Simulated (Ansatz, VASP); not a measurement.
Sc: VASP beside Ansatz

```xyz
2
Lattice="3.2269 0.0000 0.0000 -1.6135 2.7946 0.0000 0.0000 0.0000 5.0094" Properties=species:S:1:pos:R:3 pbc="T T T"
Sc    0.0000    1.8631    1.2524
Sc    1.6135    0.9315    3.7571
```

Alike in both runs: task single point; functional LDA; k mesh 3 × 3 × 2; occupations fermi-dirac, width 0.1 eV; no spin polarisation.

|  | VASP | Ansatz |
| --- | --- | --- |
| version | VASP 6.6.1 | Ansatz 0.2.0 |
| potentials or method | VASP PAW LDA potentials, release 64 (Sc_sv), cutoff 500 eV | plane waves (420 eV) with PAW, scalar-relativistic |
| valence electrons in the cell | 22 | 22 |

|  | VASP | Ansatz | Ansatz less VASP |
| --- | --- | --- | --- |
| pressure (GPa) | -0.6 | -0.7 | -0.07 |

Ansatz warns that its potentials were made for another functional, while VASP's fit it. LDA's correlation is that of Perdew and Zunger in VASP and of Perdew and Wang (1992) in Ansatz.

The k mesh is coarse, so the values compare programs but aren't converged.
